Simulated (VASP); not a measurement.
# CaSe: single point with PBE+D4

CaSe:

```xyz
2
Lattice="0.0000 3.2796 3.2796 3.2796 0.0000 3.2796 3.2796 3.2796 0.0000" Properties=species:S:1:pos:R:3 pbc="T T T"
Ca    0.0000    0.0000    0.0000
Se    1.6398    1.6398    1.6398
```

```yaml
Program: VASP 6.6.1
Task: single point
Functional: PBE
Dispersion: D4
Potentials_or_basis: VASP PAW PBE potentials, release 64 (Ca_sv, Se)
Cutoff: 520 eV
k_mesh: 4 × 4 × 4
Occupations: gaussian, width 0.01 eV
Spin: no spin polarisation
Dipole_correction: no
Further_INCAR_settings: ALGO = Normal; EDIFF = 1e-06; NBANDS = 15
```

- Pressure: -0.6 GPa
- Band gap on the k mesh: 3.20 eV, indirect (least direct gap 3.30 eV)
- Dispersion energy per atom: -0.228 eV

Levels at points of the mesh, in eV from the valence-band top:
| k point | band 5 | band 6 | band 7 | band 8 | band 9 | band 10 | band 11 | band 12 |
| --- | --- | --- | --- | --- | --- | --- | --- | --- |
| (0.00, 0.00, 0.00) | -10.33 | -0.10 | -0.10 | -0.10 | 3.20 | 5.38 | 5.38 | 7.40 |
| (0.50, 0.00, 0.00) | -10.07 | -1.22 | -0.02 | -0.02 | 5.09 | 5.50 | 5.50 | 5.84 |
| (0.50, 0.50, 0.00) | -9.99 | -1.25 | -0.04 | -0.04 | 3.54 | 4.98 | 6.10 | 6.10 |

It took 14 s on 1 thread of Intel(R) Xeon(R) Platinum 8259CL CPU @ 2.50GHz (Skylake/Cascade Lake), with other jobs on the host, peak memory 0.2 GiB.

A k mesh can miss the band edges. As with any semilocal functional, this PBE gap is likely too small.
